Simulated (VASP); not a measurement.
Input of a VASP 6.6.1 run:

Contents of INCAR:

```
ALGO = Normal ; EDIFF = 1E-6
ENCUT = 500 ; GGA_COMPAT = False
ISIF = 2 ; ISMEAR = -1
LASPH = True ; LCHARG = True
LELF = True ; LREAL = False
LVHAR = True ; LWAVE = False
NBANDS = 8 ; NELM = 120
PREC = Accurate ; SIGMA = 0.1
```

KPOINTS

```
k-points
0
Gamma
  15 15 15
```

The input POSCAR:

```
Sb
1.0
    0.0000000000      1.8604013211      1.8604013211
    1.8604013211      0.0000000000      1.8604013211
    1.8604013211      1.8604013211      0.0000000000
Sb
1
Direct
    0.0000000000      0.0000000000      0.0000000000
```

Potentials or basis: VASP PAW LDA potentials, release 64 (Sb).

Launch:

```sh
$ cat potpaw_LDA.64/Sb/POTCAR > POTCAR
$ mpirun -np 1 vasp_std > vasp.out
```

Q: Estimate the pressure.

A: 249.1 GPa.
